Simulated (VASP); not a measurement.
The system is Sn2PbO3.

```
Sn Pb O
1.0
     3.86000    0.00000    0.00000
     0.00000    3.86000    0.00000
     0.00000    0.00000   14.60000
Sn Pb O
4 2 6
Cartesian
  0.0000 1.9300 10.8916
  1.9300 0.0000 13.4466
  0.0000 1.9300 1.1534
  1.9300 0.0000 3.7084
  1.9300 0.0000 8.5848
  0.0000 1.9300 6.0152
  1.9300 1.9300 9.7338
  0.0000 0.0000 9.7338
  1.9300 1.9300 0.0000
  0.0000 0.0000 0.0000
  0.0000 0.0000 4.8662
  1.9300 1.9300 4.8662
```

- Program: VASP 6.6.1
- Task: relaxation of cell and atoms
- Functional: PBE
- Potentials or basis: VASP PAW PBE potentials, release 64 (Sn_d, Pb_d, O)
- Cutoff: 600 eV
- k mesh: 3 × 3 × 1
- Occupations: gaussian, width 0.15 eV
- Spin: no spin polarisation

At the start: pressure 5.4 GPa; volume 18.13 Å³/atom.

How do energy, volume and symmetry change on relaxing?

Over 15 steps the energy falls by 28.8 meV/atom and the volume is 19.82 Å³/atom (+9.3 %); space group P4/nmm (No. 129, to 0.1 Å) before and after.

The path:
| step | energy change (eV) | largest force (eV/Å) | pressure (GPa) | volume (Å³) |
| --- | --- | --- | --- | --- |
| 1 | 0.0000 | 1.7442 | 5.42 | 217.53 |
| 2 | -0.0822 | 1.3423 | -4.01 | 237.40 |
| 3 | -0.2819 | 0.4597 | -0.18 | 227.86 |
| 4 | -0.2819 | 0.4477 | -0.08 | 227.65 |
| 5 | -0.3009 | 0.1587 | 0.33 | 227.78 |
| 6 | -0.3017 | 0.1858 | 0.42 | 227.82 |
| 7 | -0.3091 | 0.1911 | 0.13 | 229.43 |
| 8 | -0.3141 | 0.2019 | -0.33 | 232.14 |
| 9 | -0.3197 | 0.1067 | -0.14 | 232.50 |
| 10 | -0.3255 | 0.1784 | 0.29 | 233.25 |
| 11 | -0.3318 | 0.1034 | 0.15 | 234.19 |
| 12 | -0.3402 | 0.1249 | -0.25 | 237.03 |
| 13 | -0.3426 | 0.0960 | -0.01 | 237.08 |
| 14 | -0.3433 | 0.1233 | 0.17 | 237.11 |
| 15 | -0.3455 | 0.0519 | 0.06 | 237.83 |

Final structure:
```
Sn Pb O
1.0
     3.92054    0.00000    0.00000
     0.00000    3.92054    0.00000
     0.00000    0.00000   15.47275
Sn Pb O
4 2 6
Direct
  0.00000 0.50000 0.74686
  0.50000 0.00000 0.92565
  0.00000 0.50000 0.07435
  0.50000 0.00000 0.25314
  0.50000 0.00000 0.59257
  0.00000 0.50000 0.40743
  0.50000 0.50000 0.67314
  0.00000 0.00000 0.67314
  0.50000 0.50000 0.00000
  0.00000 0.00000 0.00000
  0.00000 0.00000 0.32686
  0.50000 0.50000 0.32686
```

Caveat: the k points lie up to 0.53 Å⁻¹ apart in the final cell; the relaxation stopped at a loose force limit of 0.08 eV/Å, so its end isn't a converged minimum.
